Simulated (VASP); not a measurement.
Crystal: TaN.

```
CELL_PARAMETERS angstrom
0.00000 2.18792 2.18792
2.18792 0.00000 2.18792
2.18792 2.18792 0.00000
ATOMIC_POSITIONS crystal
Ta 0.00000 0.00000 0.00000
N 0.50000 0.50000 0.50000
```

Base run:

- Program: VASP 6.6.1
- Functional: PBEsol
- Potentials or basis: VASP PAW PBE potentials, release 64 (Ta_sv_GW, N)
- Cutoff: 600 eV
- k mesh: 16 × 16 × 16
- Occupations: gaussian, width 0.1 eV
- Spin: no spin polarisation

Its results: band gap on the k mesh zero (band 9 reaches 15.84 eV, above the bottom of band 10 at 11.71 eV); pressure 0.1 GPa.

The run is repeated on the same cell with these changes: potentials or basis from VASP PAW PBE potentials, release 64 (Ta_sv_GW, N) to VASP PAW PBE potentials, release 64 (Ta_pv, N); cutoff from 600 eV to 520 eV; further incar settings from ALGO = Normal; EDIFF = 1e-06; NBANDS = 16 to ALGO = Normal; EDIFF = 1e-07; NBANDS = 15; valence electrons from 18 to 16. What comes out?

Band gap on the k mesh zero (band 8 reaches 11.50 eV, above the bottom of band 9 at 7.38 eV); pressure 1.0 GPa.

Caveats: the PAW data sets were made with another functional, which shifts forces and pressure a little; spin-orbit coupling is left out, which moves the levels of the heavy elements.
